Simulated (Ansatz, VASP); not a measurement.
Bi: VASP beside Ansatz

```
Bi
1.0
     4.53900    0.00000    0.00000
    -2.26950    3.93089    0.00000
     0.00000    0.00000   11.82900
Bi
2
Direct
  0.33333 0.66667 0.25000
  0.66667 0.33333 0.75000
```

Alike in both runs: task electric field gradients; functional PBEsol; k mesh 9 × 9 × 3; occupations fermi-dirac, width 0.08 eV; no spin polarisation.

|  | VASP | Ansatz |
| --- | --- | --- |
| version | VASP 6.6.1 | Ansatz 0.2.0 |
| potentials or method | VASP PAW PBE potentials, release 64 (Bi_d) | PAW with Ansatz's default frozen-core files, scalar-relativistic |
| plane-wave cutoff (eV) | 520 | 420 |
| valence electrons in the cell | 30 | 30 |

|  | VASP | Ansatz | Ansatz less VASP |
| --- | --- | --- | --- |
| pressure (GPa) | -3.5 | -3.4 | +0.03 |
| traceless stress, the component that is largest in VASP (GPa) | 3.08 | 3.08 | -0.001 |
| size of Vzz on the site where it differs most (V/Å²) | 225.4 | 224.9 | -0.51 |

VASP's potentials were made for PBE, not for PBEsol.

Spin-orbit coupling is off throughout.
